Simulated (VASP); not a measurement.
Write the native input for VASP 6.6.1 that does the following.

```yaml
Task: single point
Functional: r2SCAN
Potentials_or_basis: VASP PAW PBE potentials, release 64 (Pb_d)
Cutoff: 520 eV
k_mesh: 12 × 12 × 12
Occupations: gaussian, width 0.1 eV
Spin: no spin polarisation
Dipole_correction: no
Further_INCAR_settings: ALGO = Normal; EDIFF = 1e-06; NBANDS = 13
```

The system is Pb.

```xyz
1
Lattice="-1.9797 1.9797 1.9797 1.9797 -1.9797 1.9797 1.9797 1.9797 -1.9797" Properties=species:S:1:pos:R:3 pbc="T T T"
Pb    0.0000    0.0000    0.0000
```

These files were run (other wordings do the same):

POSCAR

```
Pb
1.0
   -1.9796595667      1.9796595667      1.9796595667
    1.9796595667     -1.9796595667      1.9796595667
    1.9796595667      1.9796595667     -1.9796595667
Pb
1
Direct
    0.0000000000      0.0000000000      0.0000000000
```

INCAR.step1

```
SYSTEM = Pb
ALGO = Normal
EDIFF = 1E-4
ENCUT = 520
GGA = PE
ISMEAR = 0
LASPH = .True.
LCHARG = .False.
LREAL = .False.
LWAVE = .True.
NBANDS = 13
NELM = 80
PREC = Accurate
SIGMA = 0.1
```

INCAR.step2

```
SYSTEM = Pb
ALGO = Normal
EDIFF = 1E-6
ENCUT = 520
ISIF = 2
ISMEAR = 0
ISTART = 1
LASPH = .True.
LCHARG = .True.
LELF = .True.
LMIXTAU = .True.
LREAL = .False.
LVHAR = .True.
LWAVE = .False.
METAGGA = R2SCAN
NBANDS = 13
NELM = 80
PREC = Accurate
SIGMA = 0.1
```

KPOINTS

```
k-points
0
Gamma
  12 12 12
  0 0 0
```

Potentials or basis: VASP PAW PBE potentials, release 64 (Pb_d).

Run with:

```console
$ cat potpaw_PBE.64/Pb_d/POTCAR > POTCAR
$ cp INCAR.step1 INCAR
$ mpirun -np 1 vasp_std > vasp.out
$ cp INCAR.step2 INCAR
$ mpirun -np 1 vasp_std > vasp.out
```

It gave:

```
Pressure               : 0.0 GPa
Band gap on the k mesh : zero (band 7 reaches 14.69 eV, above the bottom of band 8 at 4.89 eV)
```

Caveat: the PAW data sets were made with another functional, which shifts forces and pressure a little; spin-orbit coupling is left out, which moves the levels of the heavy elements.

Run time: 96 s on 1 thread of Intel(R) Xeon(R) Platinum 8259CL CPU @ 2.50GHz (Skylake/Cascade Lake) (shared host), peak memory 0.18 GiB.
